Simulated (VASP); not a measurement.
BN, 4 atoms in the cell. The structure is orthorhombic, space group C222_1 (No. 20). Conventional cell: a = 3.626 Å, b = 3.626 Å, c = 3.626 Å, α = 90.00°, β = 90.00°, γ = 90.00°. Within 2.1 Å of B (site symmetry 2) lie 4 N at 1.58 to 1.61 Å. Within 2.1 Å of N (site symmetry 2) lie 4 B at 1.58 to 1.61 Å.  This cell differs from its parent crystal: atoms displaced along a vibrational mode.

```yaml
Program: VASP 6.6.1
Task: single point
Functional: PBE
Potentials_or_basis: VASP PAW PBE potentials, release 64 (B, N)
Cutoff: 600 eV
k_mesh: 10 × 10 × 6
Occupations: gaussian, width 0.05 eV
Spin: no spin polarisation
Dipole_correction: no
Further_INCAR_settings: ALGO = Normal; EDIFF = 1e-06; NBANDS = 16
```

Potentials or basis: VASP PAW PBE potentials, release 64 (B, N).

Command:

```bash
$ cat potpaw_PBE.64/B/POTCAR potpaw_PBE.64/N/POTCAR > POTCAR
$ mpirun -np 1 vasp_std > vasp.out
```

Hardware: 1 thread of AMD EPYC 7R13 Processor (Zen 3), on a shared host.

Problem. Estimate the wall time of this run.

Solution. Run time: 28 s on 1 thread of AMD EPYC 7R13 Processor (Zen 3) (shared host), peak memory 0.13 GiB. Counts: scf iterations 13, k points 124.
